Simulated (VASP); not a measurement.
Write the native input for VASP 6.6.1 that does the following.

| Quantity | Value |
| --- | --- |
| Task | single point |
| Functional | r2SCAN |
| Potentials or basis | VASP PAW PBE potentials, release 64 (Hf_pv, B) |
| Cutoff | 520 eV |
| k mesh | 14 × 14 × 12 |
| Occupations | gaussian, width 0.05 eV |
| Spin | no spin polarisation |
| Dipole correction | no |
| Further INCAR settings | ALGO = Normal; EDIFF = 1e-06; NBANDS = 15 |

HfB2:

```
Hf B
1.0
     3.13106    0.00000    0.00000
    -1.56553    2.71158    0.00000
     0.00000    0.00000    3.47300
Hf B
1 2
Direct
  0.00000 0.00000 0.00000
  0.33333 0.66667 0.50000
  0.66667 0.33333 0.50000
```

The input as run:

POSCAR

```
HfB2
1.0
    3.1310634881      0.0000000000      0.0000000000
   -1.5655317440      2.7115805215      0.0000000000
    0.0000000000      0.0000000000      3.4730037372
Hf B
1 2
Direct
    0.0000000000      0.0000000000      0.0000000000
    0.3333333333      0.6666666667      0.5000000000
    0.6666666667      0.3333333333      0.5000000000
```

INCAR.step1

```
ALGO = Normal ; EDIFF = 1E-4
ENCUT = 520 ; GGA = PE
ISMEAR = 0 ; LASPH = True
LCHARG = False ; LREAL = False
LWAVE = True ; NBANDS = 15
NELM = 60 ; PREC = Accurate
SIGMA = 0.05
```

INCAR.step2

```
ALGO = Normal ; EDIFF = 1E-6
ENCUT = 520 ; ISIF = 2
ISMEAR = 0 ; ISTART = 1
LASPH = True ; LCHARG = False
LMIXTAU = True ; LREAL = False
LWAVE = False ; METAGGA = R2SCAN
NBANDS = 15 ; NELM = 60
PREC = Accurate ; SIGMA = 0.05
```

KPOINTS

```
k-points
0
Gamma
  14 14 12
```

Potentials or basis: VASP PAW PBE potentials, release 64 (Hf_pv, B).

Run with:

```sh
$ cat potpaw_PBE.64/Hf_pv/POTCAR potpaw_PBE.64/B/POTCAR > POTCAR
$ cp INCAR.step1 INCAR
$ mpirun -np 1 vasp_std > vasp.out
$ cp INCAR.step2 INCAR
$ mpirun -np 1 vasp_std > vasp.out
```

It gave:

```yaml
Pressure: 0.8 GPa
Band_gap_on_the_k_mesh: zero (band 8 reaches 8.63 eV, above the bottom of band 9 at 7.53 eV)
```

Caveat: the PAW data sets were made with another functional, which shifts forces and pressure a little; spin-orbit coupling is left out, which moves the levels of the heavy elements.

Wall time 2.2 min on 1 thread of Intel(R) Xeon(R) Platinum 8488C (Sapphire Rapids), with other jobs on the host, peak memory 0.2 GiB.
